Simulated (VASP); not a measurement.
Here is a VASP 6.6.1 calculation.

The input INCAR:

```
ALGO = Normal ; EDIFF = 1E-7
ENCUT = 520 ; GGA = PE
ISIF = 2 ; ISMEAR = 0
LASPH = True ; LCHARG = True
LELF = True ; LREAL = False
LVHAR = True ; LWAVE = False
NBANDS = 19 ; NELM = 60
PREC = Accurate ; SIGMA = 0.02
```

File KPOINTS:

```
k-points
0
Gamma
  5 5 5
```

POSCAR

```
SrCl2
1.0
   -0.0174417500      3.4883500000      3.4883500000
    3.4883500000     -0.0174417500      3.4883500000
    3.4709082500      3.4709082500      0.0000000000
Sr Cl
1 2
Direct
    0.0000000000      0.0000000000      0.0000000000
    0.2500000000      0.2500000000      0.2500000000
    0.7500000000      0.7500000000      0.7500000000
```

Potentials or basis: VASP PAW PBE potentials, release 64 (Sr_sv, Cl).

Launch:

```bash
$ cat potpaw_PBE.64/Sr_sv/POTCAR potpaw_PBE.64/Cl/POTCAR > POTCAR
$ mpirun -np 1 vasp_std > vasp.out
```

Question: Predict the band gap on the k mesh.

Answer: 5.41 eV, indirect (least direct gap 5.67 eV).

Question: Predict the pressure.

Answer: 1.1 GPa.

Question: What does it give for the largest force?

Answer: 0.025 eV/Å.

Forces in eV/Å, atoms in the order of the input:
```
Sr   0.000  0.000  0.000
Cl   0.000  0.000  0.025
Cl   0.000  0.000 -0.025
```

A k mesh can miss the band edges. PBE gaps usually lie below the measured ones, often by a third to a half.
